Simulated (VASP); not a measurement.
Input of a VASP 6.6.1 run:

The input INCAR:

```
SYSTEM = BiS
PREC = Accurate
ENCUT = 600
EDIFF = 1E-8
ISMEAR = -1
SIGMA = 0.05
LREAL = .False.
LASPH = .True.
NELM = 60
ALGO = Normal
ISIF = 3
LWAVE = .False.
LCHARG = .True.
GGA = CA
IBRION = 6
NFREE = 2
POTIM = 0.015
NSW = 1
```

Contents of KPOINTS:

```
regular mesh
0
Gamma
  5 5 5
  0 0 0
```

Contents of POSCAR:

```
BiS
1.0
    4.0029443400      0.0000000000      0.0000000000
    0.0000000000      4.0029443400      0.0000000000
    0.0000000000      0.0000000000      4.0029443400
Bi S
1 1
Direct
    0.5000000000      0.5000000000      0.5000000000
    0.0000000000      0.0000000000      0.0000000000
```

Potentials or basis: VASP PAW LDA potentials, release 64 (Bi_d, S).

Launch:

```sh
$ cat potpaw_LDA.64/Bi_d/POTCAR potpaw_LDA.64/S/POTCAR > POTCAR
$ mpirun -np 1 vasp_std > vasp.out
```

Q: Predict the elastic constants C11, C12, C44.

A: 28, 9, -32 GPa.

Q: Estimate the Voigt bulk modulus.

A: 15 GPa.

Q: Estimate the highest phonon frequency at Γ, LO-TO splitting left out.

A: 0 cm⁻¹.

Q: What does it give for the most unstable mode?

A: 148i cm⁻¹.

Elastic tensor in Voigt notation (GPa, in the Cartesian axes of the cell as first typed):
```
 28   9   9   0   0   0
  9  28   9   0   0   0
  9   9  28   0   0   0
  0   0   0 -32   0   0
  0   0   0   0 -32   0
  0   0   0   0   0 -32
```

Caveat: the cell is under stress, which shifts elastic constants; some modes are imaginary; the elastic tensor has a negative eigenvalue, so either the cell is unstable as it stands or the mesh is too thin.
